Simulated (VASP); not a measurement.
Here is a VASP 6.6.1 calculation.

File INCAR:

```
PREC = Accurate
ENCUT = 520
EDIFF = 1E-6
ISMEAR = 0
SIGMA = 0.1
LREAL = False
LASPH = True
NELM = 150
ALGO = Normal
ISIF = 2
LWAVE = False
LCHARG = False
ISPIN = 2
MAGMOM = 0 0 0 2.56 0 0 0 0
LORBIT = 11
LMAXMIX = 4
GGA = PE
NBANDS = 34
```

The input KPOINTS:

```
Automatic mesh
0
Gamma
  14 14 6
```

The input POSCAR:

```
Al3CrN4
1.0
    2.9019868162      0.0000000000      0.0000000000
    0.0000000000      2.9019868162      0.0000000000
    0.0000000000      0.0000000000      8.1962437820
Al Cr N
3 1 4
Direct
    0.5000000000      0.5000000000      0.2510239862
    0.0000000000      0.0000000000      0.5000000000
    0.5000000000      0.5000000000      0.7489760138
    0.0000000000      0.0000000000      0.0000000000
    0.0000000000      0.0000000000      0.2537447361
    0.5000000000      0.5000000000      0.5000000000
    0.0000000000      0.0000000000      0.7462552639
    0.5000000000      0.5000000000      0.0000000000
```

Potentials or basis: VASP PAW PBE potentials, release 64 (Al, Cr_pv, N).

Run with:

```sh
$ cat potpaw_PBE.64/Al/POTCAR potpaw_PBE.64/Cr_pv/POTCAR potpaw_PBE.64/N/POTCAR > POTCAR
$ mpirun -np 1 vasp_std > vasp.out
```

**Question.** Estimate the largest force.

**Answer.** 0.022 eV/Å.

**Question.** What does it give for the site moments?

**Answer.** Al +0.01, -0.00 (each value once); Cr +2.65; N +0.01, +0.02 (each value once) μB.

**Question.** Predict the pressure.

**Answer.** -0.1 GPa.

Forces on the atoms (eV/Å):
```
Al   0.000  0.000 -0.003
Al   0.000  0.000  0.000
Al   0.000  0.000  0.003
Cr   0.000  0.000  0.000
N    0.000  0.000  0.022
N    0.000  0.000  0.000
N    0.000  0.000 -0.022
N    0.000  0.000  0.000
```

Caveat: a cell with one magnetic atom can't hold antiferromagnetic order, which such compounds often take.
